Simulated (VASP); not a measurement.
A run of VASP 6.6.1 is set up as follows.

File INCAR:

```
SYSTEM = Sr2W
ALGO = Fast ; EDIFF = 1E-6
ENCUT = 520 ; GGA = PE
ISIF = 2 ; ISMEAR = 0
LASPH = .TRUE. ; LCHARG = .FALSE.
LREAL = .FALSE. ; LWAVE = .FALSE.
NBANDS = 43 ; NELM = 60
PREC = Accurate ; SIGMA = 0.1
```

Contents of KPOINTS:

```
k-points
0
G
  4 4 4
  0 0 0
```

Contents of POSCAR:

```
Sr2W
1.0
    6.2704398381      0.0000000000      0.0000000000
    0.0000000000      6.4613666921      0.0000000000
    0.0000000000      0.0000000000      4.2204883525
Sr W
4 2
Direct
    0.2250000000      0.8250000000      0.5000000000
    0.7250000000      0.6750000000      0.0000000000
    0.7750000000      0.1750000000      0.5000000000
    0.2750000000      0.3250000000      0.0000000000
    0.5000000000      0.5000000000      0.5000000000
    0.0000000000      0.0000000000      0.0000000000
```

Potentials or basis: VASP PAW PBE potentials, release 64 (Sr_sv, W_sv).

Launch:

```console
$ cat potpaw_PBE.64/Sr_sv/POTCAR potpaw_PBE.64/W_sv/POTCAR > POTCAR
$ mpirun -np 1 vasp_std > vasp.out
```

What does it give for the pressure?

14.0 GPa.

What does it give for the largest force?

0.870 eV/Å.

Forces on the atoms (eV/Å):
```
Sr   0.768 -0.408  0.000
Sr   0.768  0.408  0.000
Sr  -0.768  0.408  0.000
Sr  -0.768 -0.408  0.000
W    0.000  0.000  0.000
W    0.000  0.000  0.000
```

Caveat: the k points lie up to 0.37 Å⁻¹ apart.
